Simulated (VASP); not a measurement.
Write the native input for VASP 6.6.1 that does the following.

```
Task                   : single point
Functional             : PBE
Potentials or basis    : VASP PAW PBE potentials, release 64 (Al, Ga_d, N)
Cutoff                 : 520 eV
k mesh                 : 8 × 8 × 10
Occupations            : gaussian, width 0.1 eV
Spin                   : no spin polarisation
Dipole correction      : no
Further INCAR settings : ALGO = Normal; EDIFF = 1e-07; NBANDS = 30
```

The structure of AlGaN lies in POSCAR:

```
AlGaN
1.0
    5.2492870498      0.0000000000      0.0000000000
    0.0000000000      5.2492870498      0.0000000000
    0.0000000000      0.0000000000      4.1499270735
Al Ga N
2 2 2
Direct
    0.5000000000      0.0000000000      0.0000000000
    0.0000000000      0.5000000000      0.5000000000
    0.5000000000      0.5000000000      0.0000000000
    0.5000000000      0.5000000000      0.5000000000
    0.0000000000      0.5000000000      0.0000000000
    0.5000000000      0.0000000000      0.5000000000
```

One way to write it, as run:

INCAR

```
PREC = Accurate ; ENCUT = 520
EDIFF = 1E-7 ; ISMEAR = 0
SIGMA = 0.1 ; LREAL = False
LASPH = True ; NELM = 100
ALGO = Normal ; ISIF = 2
LWAVE = False ; LCHARG = True
GGA = PE ; LELF = True
LVHAR = True ; NBANDS = 30
```

KPOINTS

```
Automatic mesh
0
Gamma
  8 8 10
```

Potentials or basis: VASP PAW PBE potentials, release 64 (Al, Ga_d, N).

Command:

```bash
$ cat potpaw_PBE.64/Al/POTCAR potpaw_PBE.64/Ga_d/POTCAR potpaw_PBE.64/N/POTCAR > POTCAR
$ mpirun -np 1 vasp_std > vasp.out
```

It gave:

The pressure is 0.1 GPa. The band gap on the k mesh is zero (band 21 reaches 3.96 eV, above the bottom of band 22 at 2.46 eV).

Wall time 8.5 min on 1 thread of AMD EPYC 7571 (shared host), peak memory 0.36 GiB.
